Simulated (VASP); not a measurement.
# Ni (Fm-3m) in VASP: further runs

The runs below take Ni through single point, with PBEsol.

Everything below comes from runs of VASP 6.6.1. Logs are shortened: lines on timing, memory, paths and dates and some standing lists are left out, and cuts for length are marked.

## (1) The cell of the first run

Symmetry: Fm-3m, No. 225, cubic system. The conventional cell has a = 3.544 Å, b = 3.544 Å, c = 3.544 Å, α = 90.00°, β = 90.00°, γ = 90.00°. Within 3.3 Å of Ni (site symmetry m-3m) lie 12 Ni at 2.51 Å.

## (2) Single point, PBEsol, collinear spin, ferromagnetic start

File INCAR:

```
PREC = Accurate
ENCUT = 520
EDIFF = 1E-7
ISMEAR = -1
SIGMA = 0.1
LREAL = False
LASPH = True
NELM = 150
ALGO = Normal
ISIF = 2
LWAVE = False
LCHARG = False
ISPIN = 2
MAGMOM = 1.68
LORBIT = 11
NUPDOWN = 1.68
LMAXMIX = 4
GGA = PS
NBANDS = 15
```

File KPOINTS:

```
regular mesh
0
Gamma
  15 15 15
```

File POSCAR:

```
Ni
1.0
    0.0000000000      1.7720000000      1.7720000000
    1.7720000000      0.0000000000      1.7720000000
    1.7720000000      1.7720000000      0.0000000000
Ni
1
Direct
    0.0000000000      0.0000000000      0.0000000000
```

Potentials or basis: VASP PAW PBE potentials, release 64 (Ni).

Started as:

```bash
$ cat potpaw_PBE.64/Ni/POTCAR > POTCAR
$ mpirun -np 1 vasp_std > vasp.out
```

OUTCAR:

```text
PREC = Accurate
   ENCUT = 520
   EDIFF = 1E-7
   ISMEAR = -1
   LREAL = False
   LASPH = True
   NELM = 150
   ISIF = 2
   ISPIN = 2
   LORBIT = 11
   NUPDOWN = 1.68
   GGA = PS

 ion  position               nearest neighbor table
   1  0.000  0.000  0.000-

  LATTYP: Found a face centered cubic cell.
 ALAT       =     3.5440000000

  Lattice vectors:

 A1 = (   0.0000000000,   1.7720000000,   1.7720000000)
 A2 = (   1.7720000000,   0.0000000000,   1.7720000000)
 A3 = (   1.7720000000,   1.7720000000,   0.0000000000)

Analysis of symmetry for initial positions (statically):
=====================================================================
 Subroutine PRICEL returns:
 Original cell was already a primitive cell.

 Routine SETGRP: Setting up the symmetry group for a
 face centered cubic supercell.

 Subroutine GETGRP returns: Found 48 space group operations
 (whereof 48 operations were pure point group operations)
 out of a pool of 48 trial point group operations.

The static configuration has the point symmetry O_h .

Analysis of symmetry for dynamics (positions and initial velocities):
=====================================================================
 Subroutine PRICEL returns:
 Original cell was already a primitive cell.

 Routine SETGRP: Setting up the symmetry group for a
 face centered cubic supercell.

 Subroutine GETGRP returns: Found 48 space group operations
 (whereof 48 operations were pure point group operations)
 out of a pool of 48 trial point group operations.

The dynamic configuration has the point symmetry O_h .

Analysis of structural, dynamic, and magnetic symmetry:
=====================================================================
 Subroutine PRICEL returns:
 Original cell was already a primitive cell.

 Routine SETGRP: Setting up the symmetry group for a
 face centered cubic supercell.

 Subroutine GETGRP returns: Found 48 space group operations
 (whereof 48 operations were pure point group operations)
 out of a pool of 48 trial point group operations.

The overall configuration has the point symmetry O_h .

 Subroutine INISYM returns: Found 48 space group operations
 (whereof 48 operations are pure point group operations),
 and found     1 'primitive' translations

----------------------------------------------------------------------------------------

                                     Primitive cell

  volume of cell :      11.1281

  direct lattice vectors                    reciprocal lattice vectors
     0.000000000  1.772000000  1.772000000    -0.282167043  0.282167043  0.282167043
     1.772000000  0.000000000  1.772000000     0.282167043 -0.282167043  0.282167043
     1.772000000  1.772000000  0.000000000     0.282167043  0.282167043 -0.282167043
[... 116 lines left out ...]
 maximum number of plane-waves:       311
   NGX =  9   NGY =  9   NGZ =  9

 number of electron      10.0000009 magnetization       1.6800002

 Free energy of the ion-electron system (eV)
  ---------------------------------------------------
  ext. energy  EPLUGINS =         0.00000000
  ---------------------------------------------------
  free energy    TOTEN  =        -5.21950806 eV

  energy without entropy =       -5.17396176  energy(sigma->0) =       -5.19673491

 E-fermi :   8.2911     XC(G=0): -13.3654

 val. band max:       12.2214612939   @ k =  -0.4000   0.4667   0.0667
 cond. band min:       8.3062564359   @ k =  -0.2000   0.0667   0.0000
 fundamental gap:     -3.9152048580
 Fermi energy:        12.2391868278

 spin component 1

 k-point     1 :       0.0000    0.0000    0.0000
  band No.  band energies     occupation
      1      -0.3269      1.00000
      2       5.5362      1.00000
      3       5.5362      1.00000
      4       5.5362      1.00000
      5       6.5549      1.00000
      6       6.5549      1.00000
      7      32.1229      0.00000
      8      35.7274      0.00000
      9      35.7274      0.00000
     10      35.7274      0.00000
     11      38.4263      0.00000
     12      38.4263      0.00000
     13      38.4263      0.00000
     14      41.7424      0.00000
[... 403 lines left out ...]
      4       5.8897      1.00000
      5       6.2639      1.00000
      6       6.7171      1.00000
      7      27.8272      0.00000
      8      30.3386      0.00000
      9      30.9420      0.00000
     10      33.1895      0.00000
     11      37.2041      0.00000
     12      41.9567      0.00000
     13      43.7442      0.00000
     14      44.3139      0.00000
     15      48.7276      0.00000

 [... further k-points ...]

 spin component 2

 k-point     1 :       0.0000    0.0000    0.0000
  band No.  band energies     occupation
      1       0.2630      1.00000
      2       7.0679      1.00000
      3       7.0679      1.00000
      4       7.0679      1.00000
      5       8.0768      0.89505
      6       8.0768      0.89505
      7      32.6267      0.00000
      8      36.3490      0.00000
      9      36.3490      0.00000
     10      36.3490      0.00000
     11      39.1994      0.00000
     12      39.1994      0.00000
     13      39.1994      0.00000
     14      42.2860      0.00000
[... 403 lines left out ...]
      4       7.4375      0.99980
      5       7.7564      0.99526
      6       8.2520      0.59646
      7      28.5647      0.00000
      8      31.0648      0.00000
      9      31.5892      0.00000
     10      33.8256      0.00000
     11      38.0212      0.00000
     12      42.5908      0.00000
     13      44.3214      0.00000
     14      44.9062      0.00000
     15      49.5152      0.00000

 [... further k-points ...]
[... 5 lines left out ...]
  --------------------------------------------------------------------------------------
  -------------------------------------------------------------------------------------
  Total        0.1526707      0.1526707      0.1526707      0.0000000     -0.0000000      0.0000000
  in kB       21.9808884     21.9808884     21.9808884      0.0000000     -0.0000000      0.0000000
  external PRESSURE =      21.9808884 kB  Pullay stress =       0.0000000 kB

 VOLUME and BASIS-vectors are now :
 -----------------------------------------------------------------------------
  energy-cutoff  :      520.00
  volume of cell :       11.13
      direct lattice vectors                 reciprocal lattice vectors
     0.000000000  1.772000000  1.772000000    -0.282167043  0.282167043  0.282167043
     1.772000000  0.000000000  1.772000000     0.282167043 -0.282167043  0.282167043
     1.772000000  1.772000000  0.000000000     0.282167043  0.282167043 -0.282167043

 POSITION                                       TOTAL-FORCE (eV/Angst)
 -----------------------------------------------------------------------------------
      0.00000      0.00000      0.00000        -0.000000      0.000000      0.000000
 -----------------------------------------------------------------------------------
    total drift:                                0.000000      0.000000      0.000000

  FREE ENERGIE OF THE ION-ELECTRON SYSTEM (eV)
  ---------------------------------------------------
  free  energy   TOTEN  =        -5.2195080560 eV

  energy  without entropy=       -5.1739617621  energy(sigma->0) =       -5.19673491

 total charge

# of ion       s       p       d       tot
------------------------------------------
    1        0.524   0.594   8.106   9.225

 magnetization (x)

# of ion       s       p       d       tot
------------------------------------------
    1        0.049   0.146   1.400   1.595
```

OSZICAR:

```text
N       E                     dE             d eps       ncg     rms          rms(c)
DAV:   1     0.338733124649E+02    0.33873E+02   -0.42024E+03  7669   0.853E+02
DAV:   2    -0.545591451514E+01   -0.39329E+02   -0.36305E+02  8131   0.164E+02
DAV:   3    -0.689471061235E+01   -0.14388E+01   -0.14302E+01  8747   0.311E+01
DAV:   4    -0.690359212715E+01   -0.88815E-02   -0.88800E-02  8789   0.229E+00
DAV:   5    -0.690370971680E+01   -0.11759E-03   -0.11759E-03  8878   0.238E-01    0.123E+01
DAV:   6    -0.547352959419E+01    0.14302E+01   -0.15680E+01 10392   0.499E+01    0.741E+00
DAV:   7    -0.524207259367E+01    0.23146E+00   -0.13579E+00  9068   0.142E+01    0.309E+00
DAV:   8    -0.522858767976E+01    0.13485E-01   -0.13223E-02  9066   0.893E-01    0.163E+00
DAV:   9    -0.522056119715E+01    0.80265E-02   -0.30990E-03 11671   0.429E-01    0.337E-01
DAV:  10    -0.521958583389E+01    0.97536E-03   -0.18385E-03 11580   0.319E-01    0.583E-02
DAV:  11    -0.521950596697E+01    0.79867E-04   -0.11166E-04 12071   0.588E-02    0.415E-02
DAV:  12    -0.521950877870E+01   -0.28117E-05   -0.17027E-06  9172   0.120E-02    0.121E-02
DAV:  13    -0.521950816780E+01    0.61090E-06   -0.10376E-06 10219   0.960E-03    0.246E-03
DAV:  14    -0.521950805255E+01    0.11525E-06   -0.28118E-08  6771   0.135E-03    0.531E-04
DAV:  15    -0.521950805603E+01   -0.34829E-08   -0.68544E-09  4811   0.641E-04
   1 F= -.52195081E+01 E0= -.51967349E+01  d E =-.455463E-01  mag=     1.6800
```

It took 37 s on 1 thread of Intel Xeon Platinum 8375C at 2.90GHz (Ice Lake), shared host; peak memory 0.14 GiB.

What came out:

```
Free energy                                           : -5.2195 eV
Pressure                                              : 2.2 GPa
Net moment                                            : 1.68 μB per cell
Site moments                                          : Ni +1.59 μB
Valence electrons inside the program's atomic spheres : Ni 9.22
```

Caveat: the PAW data sets were made with another functional, which shifts forces and pressure a little; the total moment is fixed, so each spin has its own Fermi level.

## (3) Single point, PBEsol, collinear spin, ferromagnetic start

File INCAR:

```
SYSTEM = Ni
PREC = Accurate
ENCUT = 520
EDIFF = 1E-6
ISMEAR = -1
SIGMA = 0.1
LREAL = .False.
LASPH = .True.
NELM = 150
ALGO = Normal
ISIF = 2
LWAVE = .False.
LCHARG = .True.
ISPIN = 2
MAGMOM = 0.2
LORBIT = 11
LMAXMIX = 4
GGA = PS
LELF = .True.
LVHAR = .True.
NBANDS = 15
```

File KPOINTS:

```
regular mesh
0
Gamma
  15 15 15
  0 0 0
```

POSCAR is that of step 2.

Potentials or basis: VASP PAW PBE potentials, release 64 (Ni).

Started as:

```bash
$ cat potpaw_PBE.64/Ni/POTCAR > POTCAR
$ mpirun -np 1 vasp_std > vasp.out
```

OUTCAR:

```text
SYSTEM = Ni
   PREC = Accurate
   ENCUT = 520
   EDIFF = 1E-6
   ISMEAR = -1
   LREAL = .False.
   LASPH = .True.
   NELM = 150
   ISIF = 2
   ISPIN = 2
   LORBIT = 11
   GGA = PS

 ion  position               nearest neighbor table
   1  0.000  0.000  0.000-

  LATTYP: Found a face centered cubic cell.
 ALAT       =     3.5440000000

  Lattice vectors:

 A1 = (   0.0000000000,   1.7720000000,   1.7720000000)
 A2 = (   1.7720000000,   0.0000000000,   1.7720000000)
 A3 = (   1.7720000000,   1.7720000000,   0.0000000000)

Analysis of symmetry for initial positions (statically):
=====================================================================
 Subroutine PRICEL returns:
 Original cell was already a primitive cell.

 Routine SETGRP: Setting up the symmetry group for a
 face centered cubic supercell.

 Subroutine GETGRP returns: Found 48 space group operations
 (whereof 48 operations were pure point group operations)
 out of a pool of 48 trial point group operations.

The static configuration has the point symmetry O_h .

Analysis of symmetry for dynamics (positions and initial velocities):
[... 622 lines left out ...]
      6       8.2573      0.99763
      7      32.2629      0.00000
      8      36.0465      0.00000
      9      36.0465      0.00000
     10      36.0465      0.00000
     11      39.0045      0.00000
     12      39.0045      0.00000
     13      39.0045      0.00000
     14      41.8716      0.00000
[... 403 lines left out ...]
      4       7.6045      1.00000
      5       7.9174      0.99992
      6       8.4381      0.98570
      7      28.3331      0.00000
      8      30.8360      0.00000
      9      31.2931      0.00000
     10      33.5281      0.00000
     11      37.8509      0.00000
     12      42.3092      0.00000
     13      44.0054      0.00000
     14      44.5981      0.00000
     15      49.3499      0.00000

 [... further k-points ...]
[... 5 lines left out ...]
  --------------------------------------------------------------------------------------
  -------------------------------------------------------------------------------------
  Total       -0.8985892     -0.8985892     -0.8985892      0.0000000     -0.0000000      0.0000000
  in kB     -129.3750798   -129.3750798   -129.3750798      0.0000000     -0.0000000      0.0000000
  external PRESSURE =    -129.3750798 kB  Pullay stress =       0.0000000 kB

 VOLUME and BASIS-vectors are now :
 -----------------------------------------------------------------------------
  energy-cutoff  :      520.00
  volume of cell :       11.13
      direct lattice vectors                 reciprocal lattice vectors
     0.000000000  1.772000000  1.772000000    -0.282167043  0.282167043  0.282167043
     1.772000000  0.000000000  1.772000000     0.282167043 -0.282167043  0.282167043
     1.772000000  1.772000000  0.000000000     0.282167043  0.282167043 -0.282167043

 POSITION                                       TOTAL-FORCE (eV/Angst)
 -----------------------------------------------------------------------------------
      0.00000      0.00000      0.00000        -0.000000      0.000000      0.000000
 -----------------------------------------------------------------------------------
    total drift:                                0.000000     -0.000000      0.000000

  FREE ENERGIE OF THE ION-ELECTRON SYSTEM (eV)
  ---------------------------------------------------
  free  energy   TOTEN  =        -6.1315023524 eV

  energy  without entropy=       -6.0763675226  energy(sigma->0) =       -6.10393494

 total charge

# of ion       s       p       d       tot
------------------------------------------
    1        0.491   0.483   8.299   9.273

 magnetization (x)

# of ion       s       p       d       tot
------------------------------------------
    1       -0.006  -0.023   0.672   0.644
```

Wall time 34 s (1 thread of Intel Xeon Platinum 8375C at 2.90GHz (Ice Lake), shared host); peak memory 0.15 GiB.

Results:

```yaml
Free_energy: -6.1315 eV
Pressure: -12.9 GPa
Net_moment: 0.63 μB per cell
Site_moments: Ni +0.64 μB
Valence_electrons_inside_the_program's_atomic_spheres: Ni 9.27
```

Caveat: the PAW data sets were made with another functional, which shifts forces and pressure a little.
